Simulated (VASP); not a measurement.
# Nb in VASP: single point with BLYP

Aim: the single point of Nb with BLYP.

Program: VASP 6.6.1. These are calculated values, not measurements. Logs are shortened: lines on timing, memory, paths and dates and some standing lists are left out, and cuts for length are marked.

### 1 The cell of the first run

The cell holds a slab with vacuum, 10 atoms: a = 2.796 Å, b = 2.814 Å, c = 37.697 Å, α = 90.00°, β = 90.00°, γ = 69.65°.

### 2 Single point, BLYP

Input file INCAR:

```
PREC = Accurate
ENCUT = 520
EDIFF = 1E-7
ISMEAR = 0
SIGMA = 0.1517
LREAL = F
LASPH = T
NELM = 80
ALGO = Normal
ISIF = 2
LWAVE = F
LCHARG = T
LDIPOL = T
IDIPOL = 3
DIPOL = 0.5 0.5 0.497
GGA = B5
ALDAX = 1.0
AGGAX = 1.0
AGGAC = 1.0
ALDAC = 0.0
LELF = T
LVHAR = T
LVACPOTAV = T
NBANDS = 76
```

Input file KPOINTS:

```
Automatic mesh
0
Gamma
  7 7 1
  0.5 0 0
```

Input file POSCAR:

```
Nb
1.0
    2.7955090000      0.0000000000      0.0000000000
    0.9787670000      2.6382360000      0.0000000000
    0.0000000000      0.0000000000     37.6966328200
Nb
10
Direct
    0.7242700000      0.2879020000      0.2254843300
    0.2561570000      0.6999930000      0.2810534700
    0.7038440000      0.1827360000      0.3434851100
    0.3442830000      0.6243850000      0.4040262300
    0.7303930000      0.1473290000      0.4658054200
    0.2105370000      0.5584800000      0.5302307600
    0.6982420000      0.1070720000      0.5868345900
    0.3080090000      0.5446580000      0.6515380000
    0.7839360000      0.0326220000      0.7100303900
    0.2642180000      0.4993470000      0.7745156700
```

Potentials or basis: VASP PAW PBE potentials, release 64 (Nb_sv).

Launch:

```console
$ cat potpaw_PBE.64/Nb_sv/POTCAR > POTCAR
$ mpirun -np 1 vasp_std > vasp.out
```

OUTCAR:

```text
PREC = Accurate
   ENCUT = 520
   EDIFF = 1E-7
   ISMEAR = 0
   LREAL = F
   LASPH = T
   NELM = 80
   ISIF = 2
   GGA = B5

 ion  position               nearest neighbor table
   1  0.724  0.288  0.225-   2 2.53   2 2.76   2 3.02
   2  0.256  0.700  0.281-   1 2.53   1 2.76   3 2.82   3 2.88   1 3.02
   3  0.704  0.183  0.343-   4 2.63   2 2.82   2 2.88   4 2.99
   4  0.344  0.624  0.404-   3 2.63   5 2.72   5 2.96   3 2.99
   5  0.730  0.147  0.466-   4 2.72   6 2.86   4 2.96   6 2.98
   6  0.211  0.558  0.530-   7 2.61   7 2.73   5 2.86   5 2.98
   7  0.698  0.107  0.587-   6 2.61   6 2.73   8 2.78
   8  0.308  0.545  0.652-   9 2.72   9 2.74   7 2.78
   9  0.784  0.033  0.710-   8 2.72   8 2.74  10 2.90  10 2.93
  10  0.264  0.499  0.775-   9 2.90   9 2.93

  LATTYP: Found a simple monoclinic cell.
 ALAT       =     2.7955090000
 B/A-ratio  =    13.4847116643
 C/A-ratio  =     1.0065940733
 COS(beta)  =    -0.3478276115

  Lattice vectors:

 A1 = (   2.7955090000,   0.0000000000,   0.0000000000)
 A2 = (   0.0000000000,   0.0000000000,  37.6966328200)
 A3 = (  -0.9787670000,  -2.6382360000,   0.0000000000)

Analysis of symmetry for initial positions (statically):
=====================================================================
 Subroutine PRICEL returns:
 Original cell was already a primitive cell.

 Routine SETGRP: Setting up the symmetry group for a
 simple monoclinic supercell.

 Subroutine GETGRP returns: Found  1 space group operations
 (whereof  1 operations were pure point group operations)
 out of a pool of  4 trial point group operations.

The static configuration has the point symmetry C_1 .

Analysis of symmetry for dynamics (positions and initial velocities):
=====================================================================
 Subroutine PRICEL returns:
 Original cell was already a primitive cell.

 Routine SETGRP: Setting up the symmetry group for a
 simple monoclinic supercell.

 Subroutine GETGRP returns: Found  1 space group operations
 (whereof  1 operations were pure point group operations)
 out of a pool of  4 trial point group operations.

The dynamic configuration has the point symmetry C_1 .

 Subroutine INISYM returns: Found  1 space group operations
 (whereof  1 operations are pure point group operations),
 and found     1 'primitive' translations

[... 123 lines left out ...]
   EFERMI =   0.00;   METHOD = LEGACY
   ISMEAR =     0;   SIGMA  =   0.15  broadening in eV -4-tet -1-fermi 0-gaus
   EFERMI_NEDOS =   21; number of points for ismear=-14 and -15
   IALGO  =     38    algorithm
   IMIX   =      4    mixing-type and parameters
     AMIX     =   0.40;   BMIX     =  1.00
     AMIX_MAG =   1.60;   BMIX_MAG =  1.00
  volume/ion in A,a.u.               =      27.80       187.62
  Fermi-wavevector in a.u.,A,eV,Ry     =   1.270663  2.401204 21.967742  1.614583
  Thomas-Fermi vector in A             =   2.403638
   LORBIT       =      0    0 simple, 1 ext, 2 COOP (PROOUT), +10 PAW based schemes
   GGA     = B5    functional components
   LHFCALC =     F    Hartree Fock is set to
   AEXX    =    0.0000 exact exchange contribution
   IVDW    =     0    specifies the selected vdW correction
   LEPSILON=     F    determine dielectric tensor
   LRPA    =     F    only Hartree local field effects (RPA)
 non-spin polarized calculation
 Gauss-broadening in eV      SIGMA  =   0.15
  energy-cutoff  :      520.00
  volume of cell :      278.02
 maximum number of plane-waves:      7530
 NGX is ok and might be reduce to    24
   NGX = 11   NGY = 11   NGZ =141

 dipolmoment           0.000000      0.000000     -0.947608 electrons x Angstroem

 number of electron     130.0000002 magnetization

 dipolmoment           0.000000      0.000000      0.007526 electrons x Angstroem

 Free energy of the ion-electron system (eV)
  ---------------------------------------------------
  ext. energy  EPLUGINS =         0.00000000
  ---------------------------------------------------
  free energy    TOTEN  =       -85.64391612 eV

  energy without entropy =      -85.48983044  energy(sigma->0) =      -85.56687328

 E-fermi :   6.2100     XC(G=0):  -7.9189

 val. band max:        6.2019289994   @ k =  -0.0714   0.2857   0.0000
 cond. band min:       6.2110569281   @ k =   0.0714   0.0000   0.0000
 fundamental gap:      0.0091279287
 Fermi energy:         6.2100390261

 k-point     1 :       0.0714    0.0000    0.0000
  band No.  band energies     occupation
      1     -48.2794      2.00000
      2     -48.2332      2.00000
      3     -48.1015      2.00000
      4     -48.0703      2.00000
      5     -48.0328      2.00000
      6     -47.9919      2.00000
[... 1885 lines left out ...]
     75       8.3310      0.00000
     76       8.7337      0.00000

 [... further k-points ...]

------------------------ aborting loop because EDIFF is reached ----------------------------------------

  FORCE on cell =-STRESS in cart. coord.  units (eV):
  Direction    XX          YY          ZZ          XY          YZ          ZX
  --------------------------------------------------------------------------------------
  -------------------------------------------------------------------------------------
  Total       18.0846354     18.1389866     19.6205610     -1.8155736      1.7481460      1.0843421
  in kB      104.2181220    104.5313372    113.0693526    -10.4627861     10.0742146      6.2488456
  external PRESSURE =     107.2729373 kB  Pullay stress =       0.0000000 kB

 VOLUME and BASIS-vectors are now :
 -----------------------------------------------------------------------------
  energy-cutoff  :      520.00
  volume of cell :      278.02
      direct lattice vectors                 reciprocal lattice vectors
     2.795509000  0.000000000  0.000000000     0.357716609 -0.132710346  0.000000000
     0.978767000  2.638236000  0.000000000     0.000000000  0.379041147  0.000000000
     0.000000000  0.000000000 37.696632820     0.000000000  0.000000000  0.026527568

 POSITION                                       TOTAL-FORCE (eV/Angst)
 -----------------------------------------------------------------------------------
      2.30649      0.75955      8.50000        -0.098248     -0.629451     -1.872781
      1.40122      1.84675     10.59477        -0.271482      0.789123      1.096325
      2.14646      0.48210     12.94823         0.883865     -0.391847     -0.412863
      1.57357      1.64727     15.23043        -0.927811      0.426169      0.278413
      2.18602      0.38869     17.55930         0.310985     -0.556934      0.462835
      1.13518      1.47340     19.98791         0.136986      0.796955     -1.365583
      2.05674      0.28248     22.12169         0.281573     -0.637092      1.401979
      1.39414      1.43694     24.56079        -0.551388      0.245651     -0.974853
      2.22343      0.08606     26.76575         0.115227     -0.195282      1.346375
      1.22737      1.31740     29.19663         0.120292      0.152709      0.040152
 -----------------------------------------------------------------------------------
    total drift:                               -0.000104      0.000161      0.000188

  FREE ENERGIE OF THE ION-ELECTRON SYSTEM (eV)
  ---------------------------------------------------
  free  energy   TOTEN  =       -85.6439161156 eV

  energy  without entropy=      -85.4898304447  energy(sigma->0) =      -85.56687328

 vacuum level on the upper side and lower side of the slab        10.496        10.312
```

stdout:

```text
POSCAR found type information on POSCAR Nb
 POSCAR found :  1 types and      10 ions
 scaLAPACK will be used
 -----------------------------------------------------------------------------
|                                                                             |
[... 23 lines left out ...]
|     field-free region was found. Please increase the size of  your cell     |
|     in the dimension of the dipole correction to obtain accurate            |
|     workfunction values.                                                    |
|                                                                             |
 -----------------------------------------------------------------------------
```

Wall time 47 min (1 thread of Intel Xeon Platinum 8375C at 2.90GHz (Ice Lake), shared host); peak memory 0.62 GiB.

What came out:

| Quantity | Value |
| --- | --- |
| Free energy | -85.6439 eV |
| Largest force | 1.978 eV/Å |
| Band gap on the k mesh | zero (bands 65 and 66 overlap by 1.67 eV) |

Forces on the atoms (eV/Å):
```
Nb  -0.098 -0.629 -1.873
Nb  -0.271  0.789  1.096
Nb   0.884 -0.392 -0.413
Nb  -0.928  0.426  0.278
Nb   0.311 -0.557  0.463
Nb   0.137  0.797 -1.366
Nb   0.282 -0.637  1.402
Nb  -0.551  0.246 -0.975
Nb   0.115 -0.195  1.346
Nb   0.120  0.153  0.040
```

Levels at points of the mesh, in eV from the Fermi level:
| k point | band 61 | band 62 | band 63 | band 64 | band 65 | band 66 | band 67 | band 68 | band 69 | band 70 |
| --- | --- | --- | --- | --- | --- | --- | --- | --- | --- | --- |
| (0.50, 0.00, 0.00) | -0.18 | 0.06 | 0.29 | 0.56 | 0.96 | 1.37 | 1.78 | 2.02 | 2.38 | 2.51 |

Caveat: the PAW data sets were made with another functional, which shifts forces and pressure a little.
